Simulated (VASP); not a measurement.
Input of a VASP 6.6.1 run:

INCAR

```
PREC = Accurate
ENCUT = 520
EDIFF = 1E-6
ISMEAR = 0
SIGMA = 0.05
LREAL = F
LASPH = T
NELM = 60
ALGO = Normal
ISIF = 2
LWAVE = F
LCHARG = F
NBANDS = 16
```

KPOINTS

```
Automatic mesh
0
Gamma
  9 9 6
```

The input POSCAR:

```
AlN
1.0
    3.1403243997      0.0000000000      0.0000000000
   -1.5701621999      2.7196007063      0.0000000000
    0.0000000000      0.0000000000      5.0263297624
Al N
2 2
Direct
    0.3236882189      0.6473764378      0.0015212672
    0.6763117811      0.3526235622      0.5015212672
    0.3419399799      0.6838799599      0.3834787328
    0.6580600201      0.3161200401      0.8834787328
```

Potentials or basis: VASP PAW LDA potentials, release 64 (Al, N).

Run with:

```sh
$ cat potpaw_LDA.64/Al/POTCAR potpaw_LDA.64/N/POTCAR > POTCAR
$ mpirun -np 1 vasp_std > vasp.out
```

(1) What does it give for the largest force?

(2) Predict the band gap on the k mesh.

(3) Estimate the pressure.

Answers

(1) 0.280 eV/Å.

(2) 3.95 eV, direct.

(3) -9.1 GPa.
